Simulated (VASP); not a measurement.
# BaS (P4/mmm) in VASP: settings compared

Aim: see how the results for BaS move with the level of theory and the settings. Levels: r2SCAN, HSE06. Tasks: single point.

All numbers are computed with VASP 6.6.1; they aren't measurements. Logs are shortened: lines on timing, memory, paths and dates and some standing lists are left out, and cuts for length are marked.

## 1. The cell of the first run

It takes space group P4/mmm (No. 123, tetragonal). Conventional cell: a = 3.834 Å, b = 3.834 Å, c = 4.052 Å, α = 90.00°, β = 90.00°, γ = 90.00°. Within 4.4 Å of Ba (site symmetry 4/mmm) lie 8 S at 3.38 Å and 6 Ba at 3.83 to 4.05 Å. Within 4.4 Å of S (site symmetry 4/mmm) lie 8 Ba at 3.38 Å and 6 S at 3.83 to 4.05 Å.

## 2. Single point, r2SCAN (uniaxial z strain +5.7%)

The input, POSCAR:

```
BaS
1.0
    3.8337582573      0.0000000000      0.0000000000
    0.0000000000      3.8337582573      0.0000000000
    0.0000000000      0.0000000000      4.0518991021
Ba S
1 1
Direct
    0.0000000000      0.0000000000      0.0000000000
    0.5000000000      0.5000000000      0.5000000000
```

The input, INCAR.step1:

```
SYSTEM = BaS
PREC = Accurate
ENCUT = 550
ISMEAR = 0
SIGMA = 0.01
LREAL = .FALSE.
LASPH = .TRUE.
NELM = 120
NBANDS = 15
GGA = PE
ALGO = Normal
EDIFF = 1E-5
LWAVE = .TRUE.
LCHARG = .FALSE.
GGA_COMPAT = .FALSE.
```

The input, INCAR.step2:

```
SYSTEM = BaS
PREC = Accurate
ENCUT = 550
EDIFF = 1E-6
ISMEAR = 0
SIGMA = 0.01
LREAL = .FALSE.
LASPH = .TRUE.
NELM = 120
ALGO = Normal
ISIF = 2
LWAVE = .FALSE.
LCHARG = .TRUE.
METAGGA = R2SCAN
LMIXTAU = .TRUE.
LELF = .TRUE.
LVHAR = .TRUE.
NBANDS = 15
ISTART = 1
GGA_COMPAT = .FALSE.
```

The input, KPOINTS:

```
Automatic mesh
0
G
  6 6 6
  0 0 0
```

Potentials or basis: VASP PAW PBE potentials, release 64 (Ba_sv, S).

Run with:

```sh
$ cat potpaw_PBE.64/Ba_sv/POTCAR potpaw_PBE.64/S/POTCAR > POTCAR
$ cp INCAR.step1 INCAR
$ mpirun -np 1 vasp_std > vasp.out
$ cp INCAR.step2 INCAR
$ mpirun -np 1 vasp_std > vasp.out
```

OUTCAR:

```text
SYSTEM = BaS
   PREC = Accurate
   ENCUT = 550
   EDIFF = 1E-6
   ISMEAR = 0
   LREAL = .FALSE.
   LASPH = .TRUE.
   NELM = 120
   ISIF = 2
   METAGGA = R2SCAN
   ISTART = 1

 ion  position               nearest neighbor table
   1  0.000  0.000  0.000-   2 3.38   2 3.38   2 3.38   2 3.38   2 3.38   2 3.38   2 3.38   2 3.38

   2  0.500  0.500  0.500-   1 3.38   1 3.38   1 3.38   1 3.38   1 3.38   1 3.38   1 3.38   1 3.38

  LATTYP: Found a simple tetragonal cell.
 ALAT       =     3.8337582573
 C/A-ratio  =     1.0569000000

  Lattice vectors:

 A1 = (   3.8337582573,   0.0000000000,   0.0000000000)
 A2 = (   0.0000000000,   3.8337582573,   0.0000000000)
 A3 = (   0.0000000000,   0.0000000000,   4.0518991021)

Analysis of symmetry for initial positions (statically):
=====================================================================
 Subroutine PRICEL returns:
 Original cell was already a primitive cell.

 Routine SETGRP: Setting up the symmetry group for a
 simple tetragonal supercell.

 Subroutine GETGRP returns: Found 16 space group operations
 (whereof 16 operations were pure point group operations)
 out of a pool of 16 trial point group operations.

The static configuration has the point symmetry D_4h.

Analysis of symmetry for dynamics (positions and initial velocities):
=====================================================================
 Subroutine PRICEL returns:
 Original cell was already a primitive cell.

 Routine SETGRP: Setting up the symmetry group for a
 simple tetragonal supercell.

 Subroutine GETGRP returns: Found 16 space group operations
 (whereof 16 operations were pure point group operations)
 out of a pool of 16 trial point group operations.

The dynamic configuration has the point symmetry D_4h.

 Subroutine INISYM returns: Found 16 space group operations
 (whereof 16 operations are pure point group operations),
 and found     1 'primitive' translations

----------------------------------------------------------------------------------------

                                     Primitive cell

  volume of cell :      59.5536

  direct lattice vectors                    reciprocal lattice vectors
     3.833758257  0.000000000  0.000000000     0.260840651  0.000000000  0.000000000
     0.000000000  3.833758257  0.000000000     0.000000000  0.260840651  0.000000000
     0.000000000  0.000000000  4.051899102     0.000000000  0.000000000  0.246797853

  length of vectors
     3.833758257  3.833758257  4.051899102     0.260840651  0.260840651  0.246797853

  position of ions in fractional coordinates (direct lattice)
[... 91 lines left out ...]
   NUPDOWN=      -1.0000    fix difference up-down
   EMIN   =  10.00;   EMAX   =-10.00  energy-range for DOS
   EFERMI =   0.00;   METHOD = LEGACY
   ISMEAR =     0;   SIGMA  =   0.01  broadening in eV -4-tet -1-fermi 0-gaus
   EFERMI_NEDOS =   21; number of points for ismear=-14 and -15
   IALGO  =     38    algorithm
   IMIX   =      4    mixing-type and parameters
     AMIX     =   0.40;   BMIX     =  1.00
     AMIX_MAG =   1.60;   BMIX_MAG =  1.00
  volume/ion in A,a.u.               =      29.78       200.94
  Fermi-wavevector in a.u.,A,eV,Ry     =   1.056360  1.996232 15.182706  1.115897
  Thomas-Fermi vector in A             =   2.191593
   LORBIT       =      0    0 simple, 1 ext, 2 COOP (PROOUT), +10 PAW based schemes
   METAGGA = R2SCAN    functional components
   LHFCALC =     F    Hartree Fock is set to
   AEXX    =    0.0000 exact exchange contribution
   IVDW    =     0    specifies the selected vdW correction
   LEPSILON=     F    determine dielectric tensor
   LRPA    =     F    only Hartree local field effects (RPA)
 non-spin polarized calculation
 Gauss-broadening in eV      SIGMA  =   0.01
  energy-cutoff  :      550.00
  volume of cell :       59.55
 maximum number of plane-waves:      1762
 NGX is ok and might be reduce to    30
   NGX = 15   NGY = 15   NGZ = 15

 number of electron      15.9999996 magnetization

 Free energy of the ion-electron system (eV)
  ---------------------------------------------------
  ext. energy  EPLUGINS =         0.00000000
  ---------------------------------------------------
  free energy    TOTEN  =       -38.75256191 eV

  energy without entropy =      -38.75256191  energy(sigma->0) =      -38.75256191

 E-fermi :   2.7866     XC(G=0):  -9.6109

 val. band max:        2.6655815032   @ k =   0.5000   0.0000   0.5000
 cond. band min:       4.3508188445   @ k =   0.0000   0.0000   0.0000
 fundamental gap:      1.6852373413
 Fermi energy:         2.7866441061

 k-point     1 :       0.0000    0.0000    0.0000
  band No.  band energies     occupation
      1     -25.6077      2.00000
      2     -10.0744      2.00000
      3      -9.9872      2.00000
      4      -9.9872      2.00000
      5      -8.8797      2.00000
      6       2.1380      2.00000
      7       2.5283      2.00000
      8       2.5283      2.00000
      9       4.3508      0.00000
     10       4.3884      0.00000
     11       6.7769      0.00000
     12       9.2043      0.00000
     13       9.2043      0.00000
     14       9.6349      0.00000
[... 401 lines left out ...]
      2     -10.9799      2.00000
      3     -10.4079      2.00000
      4      -9.8362      2.00000
      5      -8.3132      2.00000
      6       0.7211      2.00000
      7       1.2498      2.00000
      8       2.4934      2.00000
      9       5.3713      0.00000
     10       6.9600      0.00000
     11       7.7438      0.00000
     12       8.0073      0.00000
     13       9.6184      0.00000
     14      12.4484      0.00000
     15      12.4615      0.00000

 [... further k-points ...]

------------------------ aborting loop because EDIFF is reached ----------------------------------------

  FORCE on cell =-STRESS in cart. coord.  units (eV):
  Direction    XX          YY          ZZ          XY          YZ          ZX
  --------------------------------------------------------------------------------------
  -------------------------------------------------------------------------------------
  Total        0.1396341      0.1396341     -2.1439090      0.0000000     -0.0000000      0.0000000
  in kB        3.7565912      3.7565912    -57.6778226      0.0000000     -0.0000000      0.0000000
  external PRESSURE =     -16.7215468 kB  Pullay stress =       0.0000000 kB

 VOLUME and BASIS-vectors are now :
 -----------------------------------------------------------------------------
  energy-cutoff  :      550.00
  volume of cell :       59.55
      direct lattice vectors                 reciprocal lattice vectors
     3.833758257  0.000000000  0.000000000     0.260840651  0.000000000  0.000000000
     0.000000000  3.833758257  0.000000000     0.000000000  0.260840651  0.000000000
     0.000000000  0.000000000  4.051899102     0.000000000  0.000000000  0.246797853

 POSITION                                       TOTAL-FORCE (eV/Angst)
 -----------------------------------------------------------------------------------
      0.00000      0.00000      0.00000         0.000000      0.000000      0.000000
      1.91688      1.91688      2.02595         0.000000      0.000000      0.000000
 -----------------------------------------------------------------------------------
    total drift:                                0.000000     -0.000000     -0.000000

  FREE ENERGIE OF THE ION-ELECTRON SYSTEM (eV)
  ---------------------------------------------------
  free  energy   TOTEN  =       -38.7525619127 eV

  energy  without entropy=      -38.7525619127  energy(sigma->0) =      -38.75256191
```

Wall time 3.8 min (1 thread of Intel Xeon 8259CL, shared host); peak memory 0.2 GiB.

Results:

- Free energy: -38.7526 eV
- Pressure: -1.7 GPa
- Band gap on the k mesh: 1.69 eV (least direct gap 1.82 eV)

Caveat: the cell differs from its parent crystal (uniaxial z strain +5.7%); the PAW data sets were made with another functional, which shifts forces and pressure a little; spin-orbit coupling is left out, which moves the levels of the heavy elements.

(Continued in part 2 of 3.)
